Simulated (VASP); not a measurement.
A run of VASP 6.6.1:

Contents of INCAR:

```
SYSTEM = AlN
  PREC = Accurate
  ENCUT = 600
  EDIFF = 1E-6
  ISMEAR = 0
  SIGMA = 0.05
  LREAL = .False.
  LASPH = .True.
  NELM = 120
  ALGO = Normal
  ISIF = 2
  LWAVE = .False.
  LCHARG = .False.
  GGA = CA
  NBANDS = 16
  GGA_COMPAT = .False.
```

Contents of KPOINTS:

```
regular mesh
0
Gamma
  9 9 6
  0 0 0
```

Contents of POSCAR:

```
AlN
1.0
    3.3700777673      0.0000000000      0.0000000000
   -1.6850388836      2.8683763727      0.0000000000
    0.0000000000      0.0000000000      4.1875630000
Al N
2 2
Direct
    0.3333333333      0.6666666667      0.7500000000
    0.6666666667      0.3333333333      0.2500000000
    0.3333333333      0.6666666667      0.2500000000
    0.6666666667      0.3333333333      0.7500000000
```

Potentials or basis: VASP PAW LDA potentials, release 64 (Al, N).

Command:

```console
$ cat potpaw_LDA.64/Al/POTCAR potpaw_LDA.64/N/POTCAR > POTCAR
$ mpirun -np 1 vasp_std > vasp.out
```

Hardware: 1 thread of Intel(R) Xeon(R) 6975P-C (Granite Rapids), on a shared host.

Problem. Estimate the wall time of this run.

Solution. Run time: 28 s on 1 thread of Intel(R) Xeon(R) 6975P-C (Granite Rapids), on a shared host, peak memory 0.19 GiB. Counts: scf iterations 12, k points 100.
